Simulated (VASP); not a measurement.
# Ir (P6_3/mmc) in VASP: settings compared, part 3 of 3

VASP 6.6.1. The steps go on from the part before.

### 5 Single point, RPBE+D4

This run uses another cell than the first one, of 14.03 Å³/atom.

File INCAR:

```
SYSTEM = Ir
PREC = Accurate ; ENCUT = 520
EDIFF = 1E-7 ; ISMEAR = -1
SIGMA = 0.05 ; LREAL = .False.
LASPH = .True. ; NELM = 100
ALGO = Normal ; ISIF = 2
LWAVE = .False. ; LCHARG = .False.
GGA = RP ; IVDW = 13
NBANDS = 16
```

File KPOINTS:

```
Automatic mesh
0
Gamma
  11 11 6
  0 0 0
```

File POSCAR:

```
Ir
1.0
    2.7133860364      0.0000000000      0.0000000000
   -1.3566930182      2.3498612378      0.0000000000
    0.0000000000      0.0000000000      4.4017913010
Ir
2
Direct
    0.3333333333      0.6666666667      0.2500000000
    0.6666666667      0.3333333333      0.7500000000
```

Potentials or basis: VASP PAW PBE potentials, release 64 (Ir).

Started as:

```sh
> cat potpaw_PBE.64/Ir/POTCAR > POTCAR
> mpirun -np 1 vasp_std > vasp.out
```

OUTCAR:

```text
SYSTEM = Ir
   PREC = Accurate
   ENCUT = 520
   EDIFF = 1E-7
   ISMEAR = -1
   LREAL = .False.
   LASPH = .True.
   NELM = 100
   ISIF = 2
   GGA = RP
   IVDW = 13

 ion  position               nearest neighbor table
   1  0.333  0.667  0.250-   2 2.70   2 2.70   2 2.70   2 2.70   2 2.70   2 2.70
   2  0.667  0.333  0.750-   1 2.70   1 2.70   1 2.70   1 2.70   1 2.70   1 2.70

  LATTYP: Found a hexagonal cell.
 ALAT       =     2.7133860364
 C/A-ratio  =     1.6222502961

  Lattice vectors:

 A1 = (   2.7133860364,   0.0000000000,   0.0000000000)
 A2 = (  -1.3566930182,   2.3498612378,   0.0000000000)
 A3 = (   0.0000000000,   0.0000000000,   4.4017913010)

Analysis of symmetry for initial positions (statically):
=====================================================================
 Subroutine PRICEL returns:
 Original cell was already a primitive cell.

 Routine SETGRP: Setting up the symmetry group for a
 hexagonal supercell.

 Subroutine GETGRP returns: Found 24 space group operations
 (whereof 12 operations were pure point group operations)
 out of a pool of 24 trial point group operations.

The static configuration has the point symmetry D_3d.
 The point group associated with its full space group is D_6h.

Analysis of symmetry for dynamics (positions and initial velocities):
=====================================================================
 Subroutine PRICEL returns:
 Original cell was already a primitive cell.

 Routine SETGRP: Setting up the symmetry group for a
 hexagonal supercell.

 Subroutine GETGRP returns: Found 24 space group operations
 (whereof 12 operations were pure point group operations)
 out of a pool of 24 trial point group operations.

The dynamic configuration has the point symmetry D_3d.
 The point group associated with its full space group is D_6h.

 Subroutine INISYM returns: Found 24 space group operations
 (whereof 12 operations are pure point group operations),
 and found     1 'primitive' translations

----------------------------------------------------------------------------------------

                                     Primitive cell

  volume of cell :      28.0662

  direct lattice vectors                    reciprocal lattice vectors
     2.713386036  0.000000000  0.000000000     0.368543210  0.212778522  0.000000000
    -1.356693018  2.349861238  0.000000000     0.000000000  0.425557043  0.000000000
     0.000000000  0.000000000  4.401791301     0.000000000  0.000000000  0.227180239

  length of vectors
     2.713386036  2.713386036  4.401791301     0.425557043  0.425557043  0.227180239

  position of ions in fractional coordinates (direct lattice)
     0.333333333  0.666666667  0.250000000
     0.666666667  0.333333333  0.750000000

  ion indices of the primitive-cell ions
   primitive index   ion index
                 1           1
                 2           2

----------------------------------------------------------------------------------------

 KPOINTS: Automatic mesh

Automatic generation of k-mesh.
 Grid dimensions read from file:
 generate k-points for:   11   11    6

 Generating k-lattice:

  Cartesian coordinates                     Fractional coordinates (reciprocal lattice)
     0.033503928  0.019343502  0.000000000     0.090909091  0.000000000  0.000000000
     0.000000000  0.038687004  0.000000000     0.000000000  0.090909091  0.000000000
     0.000000000  0.000000000  0.037863373     0.000000000  0.000000000  0.166666667

  Length of vectors
     0.038687004  0.038687004  0.037863373

  Shift w.r.t. Gamma in fractional coordinates (k-lattice)
     0.000000000  0.000000000  0.000000000

 Subroutine IBZKPT returns following result:
 ===========================================

 Found     64 irreducible k-points:

 Following reciprocal coordinates:
            Coordinates               Weight
  0.000000  0.000000  0.000000      1.000000
  0.090909  0.000000  0.000000      6.000000
  0.181818 -0.000000  0.000000      6.000000
  0.272727  0.000000  0.000000      6.000000
  0.363636 -0.000000  0.000000      6.000000
  0.454545 -0.000000  0.000000      6.000000
[... 16 lines left out ...]
  0.090909  0.090909  0.166667     12.000000
  0.181818  0.090909  0.166667     24.000000
 [... further k-points ...]
   k-points           NKPTS =     64   k-points in BZ     NKDIM =     64   number of bands    NBANDS=     16
   number of dos      NEDOS =    301   number of ions     NIONS =      2
   total plane-waves  NPLWV =  14400
   dimension x,y,z NGX =    20 NGY =   20 NGZ =   36
   dimension x,y,z NGXF=    40 NGYF=   40 NGZF=   72
   ions per type =               2
   NGX,Y,Z   is equivalent  to a cutoff of  12.25, 12.25, 13.60 a.u.
   NGXF,Y,Z  is equivalent  to a cutoff of  24.51, 24.51, 27.19 a.u.
 SYSTEM =  Ir
   PREC   = accura    normal or accurate (medium, high low for compatibility)
   ISTART =      0    job   : 0-new  1-cont  2-samecut
   ICHARG =      2    charge: 1-file 2-atom 10-const
   ISPIN  =      1    spin polarized calculation?
   LNONCOLLINEAR =      F non collinear calculations
   LSORBIT =      F    spin-orbit coupling
   LASPH  =      T    aspherical Exc in radial PAW
   ENCUT  =  520.0 eV  38.22 Ry    6.18 a.u.   5.05  5.05  8.18*2*pi/ulx,y,z
   NELM   =    100;   NELMIN=  2; NELMDL= -5     # of ELM steps
   EDIFF  = 0.1E-06   stopping-criterion for ELM
   LREAL  =      F    real-space projection
   EDIFFG = 0.1E-05   stopping-criterion for IOM
   NSW    =      0    number of steps for IOM
   IBRION =     -1    ionic relax: 0-MD 1-quasi-New 2-CG
   NFREE  =      0    steps in history (QN), initial steepest desc. (CG)
   ISIF   =      2    stress and relaxation
   ISYM   =      2    0-nonsym 1-usesym 2-fastsym
   POTIM  = 0.5000    time-step for ionic-motion
   TEBEG  =    0.0;   TEEND  =   0.0 temperature during run
   PSTRESS=    0.0 pullay stress
   NELECT =      18.0000    total number of electrons
   NUPDOWN=      -1.0000    fix difference up-down
   EMIN   =  10.00;   EMAX   =-10.00  energy-range for DOS
   EFERMI =   0.00;   METHOD = LEGACY
   ISMEAR =    -1;   SIGMA  =   0.05  broadening in eV -4-tet -1-fermi 0-gaus
   EFERMI_NEDOS =   21; number of points for ismear=-14 and -15
   IALGO  =     38    algorithm
   IMIX   =      4    mixing-type and parameters
     AMIX     =   0.40;   BMIX     =  1.00
     AMIX_MAG =   1.60;   BMIX_MAG =  1.00
  volume/ion in A,a.u.               =      14.03        94.70
  Fermi-wavevector in a.u.,A,eV,Ry     =   1.411794  2.667903 27.118609  1.993162
  Thomas-Fermi vector in A             =   2.533609
   LORBIT       =      0    0 simple, 1 ext, 2 COOP (PROOUT), +10 PAW based schemes
   GGA     = RP    functional components
   LHFCALC =     F    Hartree Fock is set to
   AEXX    =    0.0000 exact exchange contribution
   IVDW    =    13    specifies the selected vdW correction
   LEPSILON=     F    determine dielectric tensor
   LRPA    =     F    only Hartree local field effects (RPA)
 non-spin polarized calculation
  energy-cutoff  :      520.00
  volume of cell :       28.07
 maximum number of plane-waves:       772
   NGX = 11   NGY = 11   NGZ = 17

 number of electron      18.0000000 magnetization

 Free energy of the ion-electron system (eV)
  ---------------------------------------------------
  ext. energy  EPLUGINS =         0.00000000
  ---------------------------------------------------
  free energy    TOTEN  =       -16.13596387 eV

  energy without entropy =      -16.11178756  energy(sigma->0) =      -16.12387572

 E-fermi :  10.7269     XC(G=0): -13.9998

 val. band max:       10.7122686223   @ k =   0.3636   0.1818   0.1667
 cond. band min:      10.7331452876   @ k =   0.2727   0.0909   0.3333
 fundamental gap:      0.0208766654
 Fermi energy:        10.7268681118

 k-point     1 :       0.0000    0.0000    0.0000
  band No.  band energies     occupation
      1      -0.5638      2.00000
      2       2.4705      2.00000
      3       6.7358      2.00000
      4       6.8426      2.00000
      5       6.8426      2.00000
      6       7.5114      2.00000
[... 8 lines left out ...]
     15      27.1264      0.00000
     16      28.2220      0.00000
[... 419 lines left out ...]
 k-point    24 :       0.1818    0.0909    0.1667
  band No.  band energies     occupation
      1       1.6836      2.00000
      2       4.0215      2.00000
      3       5.2972      2.00000
      4       5.5321      2.00000
      5       6.5405      2.00000
      6       7.1784      2.00000
[... 8 lines left out ...]
     15      26.2329      0.00000
     16      27.3932      0.00000

 [... further k-points ...]

------------------------ aborting loop because EDIFF is reached ----------------------------------------

  DFT-D4 for vdW energy calculation

  Edisp (eV):   -3.48422

  FORCE on cell =-STRESS in cart. coord.  units (eV):
  Direction    XX          YY          ZZ          XY          YZ          ZX
  --------------------------------------------------------------------------------------
  -------------------------------------------------------------------------------------
  Total       0.08347     0.08347     0.09520     0.00000    -0.00000     0.00000
  in kB       4.76482     4.76482     5.43429     0.00000    -0.00000     0.00000
  external pressure =        4.99 kB  Pullay stress =        0.00 kB

 VOLUME and BASIS-vectors are now :
 -----------------------------------------------------------------------------
  energy-cutoff  :      520.00
  volume of cell :       28.07
      direct lattice vectors                 reciprocal lattice vectors
     2.713386036  0.000000000  0.000000000     0.368543210  0.212778522  0.000000000
    -1.356693018  2.349861238  0.000000000     0.000000000  0.425557043  0.000000000
     0.000000000  0.000000000  4.401791301     0.000000000  0.000000000  0.227180239

 POSITION                                       TOTAL-FORCE (eV/Angst)
 -----------------------------------------------------------------------------------
     -0.00000      1.56657      1.10045        -0.000000      0.000000      0.000000
      1.35669      0.78329      3.30134         0.000000      0.000000      0.000000
 -----------------------------------------------------------------------------------
    total drift:                               -0.000000      0.000000     -0.000000

  FREE ENERGIE OF THE ION-ELECTRON SYSTEM (eV)
  ---------------------------------------------------
  free  energy   TOTEN  =       -19.6201803351 eV

  energy  without entropy=      -19.5960040194  energy(sigma->0) =      -19.60809218
```

OSZICAR:

```text
N       E                     dE             d eps       ncg     rms          rms(c)
DAV:   1     0.146646738189E+03    0.14665E+03   -0.85251E+03  2048   0.114E+03
DAV:   2    -0.134871268371E+02   -0.16013E+03   -0.14438E+03  2048   0.309E+02
DAV:   3    -0.170912372067E+02   -0.36041E+01   -0.35535E+01  2880   0.555E+01
DAV:   4    -0.171315520565E+02   -0.40315E-01   -0.40300E-01  2272   0.496E+00
DAV:   5    -0.171326477891E+02   -0.10957E-02   -0.10957E-02  2912   0.855E-01    0.223E+01
DAV:   6    -0.163194578350E+02    0.81319E+00   -0.95829E-01  2512   0.129E+01    0.968E+00
DAV:   7    -0.161473825461E+02    0.17208E+00   -0.36547E-01  2744   0.756E+00    0.204E+00
DAV:   8    -0.161372842608E+02    0.10098E-01   -0.76286E-03  2312   0.888E-01    0.488E-01
DAV:   9    -0.161359460212E+02    0.13382E-02   -0.26999E-03  2824   0.664E-01    0.179E-02
DAV:  10    -0.161359593565E+02   -0.13335E-04   -0.17288E-05  2656   0.339E-02    0.108E-02
DAV:  11    -0.161359639555E+02   -0.45990E-05   -0.18084E-06  2752   0.107E-02    0.112E-03
DAV:  12    -0.161359638749E+02    0.80632E-07   -0.85611E-08  2080   0.252E-03
   1 F= -.19620180E+02 E0= -.19608092E+02  d E =-.241763E-01
```

Wall time 12 s (1 thread of Intel Xeon Platinum 8488C (Sapphire Rapids), shared host); peak memory 0.16 GiB.

What came out:

* Free energy: -19.6202 eV
* Pressure: 0.5 GPa
* Band gap on the k mesh: zero (bands 9 and 10 overlap by 3.28 eV)
* Dispersion energy per atom: -1.742 eV

Levels at points of the mesh, in eV from the Fermi level:
| k point | band 7 | band 8 | band 9 | band 10 | band 11 | band 12 |
| --- | --- | --- | --- | --- | --- | --- |
| (0.00, 0.00, 0.00) | -3.22 | -2.40 | -2.40 | -0.83 | 0.29 | 0.29 |
| (0.00, 0.00, 0.50) | -4.01 | -4.01 | -0.47 | -0.47 | -0.47 | -0.47 |

Caveat: the dispersion term is far too large for a dense solid, which distorts pressure and volume; the PAW data sets were made with another functional, which shifts forces and pressure a little; spin-orbit coupling is left out, which moves the levels of the heavy elements.

### 6 Relaxation of cell and atoms, PBEsol+D4

This run uses another cell than the first one, of 14.63 Å³/atom.

File INCAR:

```
SYSTEM = Ir
ALGO     = Fast           ! electronic algorithm
EDIFF    = 1E-7           ! SCF threshold, eV
EDIFFG   = -0.01          ! ionic threshold
ENCUT    = 600            ! plane-wave cutoff, eV
GGA      = PS             ! functional
IBRION   = 2              ! ionic algorithm
ISIF     = 3              ! what is computed and relaxed
ISMEAR   = -1             ! smearing method
IVDW     = 13             ! dispersion correction
LASPH    = .TRUE.         ! aspherical terms in the spheres
LCHARG   = .FALSE.        ! write CHGCAR
LREAL    = .FALSE.        ! projectors in reciprocal space
LWAVE    = .FALSE.        ! write WAVECAR
NELM     = 100            ! most SCF steps
NSW      = 60             ! ionic steps
PREC     = Accurate       ! precision mode
SIGMA    = 0.05           ! smearing width, eV
```

File KPOINTS:

```
k-points
0
G
  11 11 6
  0 0 0
```

File POSCAR:

```
Ir
1.0
    2.7513778946      0.0000000000      0.0000000000
   -1.3756889473      2.3827631521      0.0000000000
    0.0000000000      0.0000000000      4.4622900000
Ir
2
Direct
    0.3333333333      0.6666666667      0.2500000000
    0.6666666667      0.3333333333      0.7500000000
```

Potentials or basis: VASP PAW PBE potentials, release 64 (Ir).

Started as:

```sh
> cat potpaw_PBE.64/Ir/POTCAR > POTCAR
> mpirun -np 1 vasp_std > vasp.out
```

Run time: 54 s. Hardware: 1 thread of Intel Xeon Platinum 8488C (Sapphire Rapids), shared host; peak memory 0.18 GiB.

The run converged. Its results:

```yaml
Free_energy: -20.5527 eV
Relaxed_volume: 13.96 Å³/atom
Relaxed_cell: a = 2.710 Å, b = 2.710 Å, c = 4.393 Å, α = 90.00°, β = 90.00°, γ = 120.00°
Space_group_after_relaxing_to_0.1_Å: P6_3/mmc (No. 194)
Pressure_after_relaxing: 0.0 GPa
Band_gap_on_the_k_mesh: zero (bands 9 and 10 overlap by 3.35 eV)
Dispersion_energy_per_atom: -0.545 eV
```

Stress tensor (GPa, compression positive):
```
-0.06  0.00  0.00
 0.00 -0.06  0.00
 0.00  0.00  0.09
```

Final structure:
```
CELL_PARAMETERS angstrom
2.70956 0.00000 0.00000
-1.35478 2.34655 0.00000
0.00000 0.00000 4.39255
ATOMIC_POSITIONS crystal
Ir 0.33333 0.66667 0.25000
Ir 0.66667 0.33333 0.75000
```

Levels at points of the mesh, in eV from the Fermi level:
```tsv
k point	band 6	band 7	band 8	band 9	band 10	band 11	band 12	band 13
(0.00, 0.00, 0.00)	-3.25	-3.25	-2.44	-2.44	-0.90	0.29	0.29	7.19
(0.00, 0.00, 0.50)	-4.06	-4.06	-4.06	-0.47	-0.47	-0.47	-0.47	13.63
```

Caveat: the PAW data sets were made with another functional, which shifts forces and pressure a little; spin-orbit coupling is left out, which moves the levels of the heavy elements.

### 7 Overview

```tsv
task	level	potentials or basis	cell	cutoff (eV)	gap on the mesh (eV)	pressure (GPa)
single point	PBEsol	VASP PAW PBE potentials, release 64 (Ir_sv_GW)	a = 2.697, b = 2.697, c = 4.374 Å, angles 90.0, 90.0, 120.0°, 2 atoms	560	none	8.2
single point	RPBE+D3(BJ)	VASP PAW PBE potentials, release 64 (Ir)	a = 2.646, b = 2.646, c = 4.301 Å, angles 90.0, 90.0, 120.0°, 2 atoms	520	none	1.0
single point	PBEsol+D4	VASP PAW PBE potentials, release 64 (Ir)	a = 2.707, b = 2.707, c = 4.389 Å, angles 90.0, 90.0, 120.0°, 2 atoms	520	none	1.1
single point	RPBE+D4	VASP PAW PBE potentials, release 64 (Ir)	a = 2.713, b = 2.713, c = 4.402 Å, angles 90.0, 90.0, 120.0°, 2 atoms	520	none	0.5
relaxation of cell and atoms	PBEsol+D4	VASP PAW PBE potentials, release 64 (Ir)	relaxed from a = 2.751, b = 2.751, c = 4.462 Å, angles 90.0, 90.0, 120.0°, 2 atoms	600	none	0.0
```

Alike in all rows: no spin polarisation; k mesh 11 × 11 × 6; smearing fermi-dirac 0.05 eV.

Caveats: the PAW data sets were made with another functional, which shifts forces and pressure a little; spin-orbit coupling is left out, which moves the levels of the heavy elements; the dispersion term is far too large for a dense solid, which distorts pressure and volume (at least some runs); the cell stands under pressure (at least some runs).

Absolute energies hang on the potentials; compare differences alone.

The gap in the log of VASP goes by the Fermi energy; the results here count the filled bands.